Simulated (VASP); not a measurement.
Write the native input for VASP 6.6.1 that does the following.

```
Task                   : relaxation of cell and atoms
Functional             : LDA
Potentials or basis    : VASP PAW LDA potentials, release 64 (Zn)
Cutoff                 : 600 eV
k mesh                 : 20 × 20 × 10
Occupations            : methfessel-paxton, width 0.05 eV
Spin                   : no spin polarisation
Dipole correction      : no
Further INCAR settings : ALGO = Normal; EDIFF = 1e-06; IBRION = 2; EDIFFG = -0.01; NSW = 80; ISIF = 3
```

The structure of Zn lies in POSCAR:

```
Zn
1.0
    2.6700000000      0.0000000000      0.0000000000
   -1.3350000000      2.3122880000      0.0000000000
    0.0000000000      0.0000000000      4.9660000000
Zn
2
Direct
    0.3333333333      0.6666666667      0.2500000000
    0.6666666667      0.3333333333      0.7500000000
```

The input as run:

INCAR

```
SYSTEM = Zn
ALGO = Normal
EDIFF = 1E-6
EDIFFG = -0.01
ENCUT = 600
GGA = CA
IBRION = 2
ISIF = 3
ISMEAR = 1
LASPH = .TRUE.
LCHARG = .FALSE.
LREAL = .FALSE.
LWAVE = .FALSE.
NELM = 100
NSW = 80
PREC = Accurate
SIGMA = 0.05
```

KPOINTS

```
k-points
0
G
  20 20 10
  0 0 0
```

Potentials or basis: VASP PAW LDA potentials, release 64 (Zn).

Run with:

```console
$ cat potpaw_LDA.64/Zn/POTCAR > POTCAR
$ mpirun -np 1 vasp_std > vasp.out
```

It gave:

| Quantity | Value |
| --- | --- |
| Relaxed volume | 13.76 Å³/atom |
| Relaxed cell | a = 2.558 Å, b = 2.558 Å, c = 4.858 Å, α = 90.00°, β = 90.00°, γ = 120.00° |
| Space group after relaxing (to 0.1 Å) | P6_3/mmc (No. 194) |
| Energy gained by relaxing | 51.4 meV/atom |
| Ionic steps | 7 |
| Pressure after relaxing | 0.0 GPa |
| Band gap on the k mesh | zero (bands 12 and 13 overlap by 4.67 eV) |

Run time: 5.3 min on 1 thread of Intel(R) Xeon(R) Platinum 8259CL CPU @ 2.50GHz (Skylake/Cascade Lake), with other jobs on the host, peak memory 0.26 GiB.
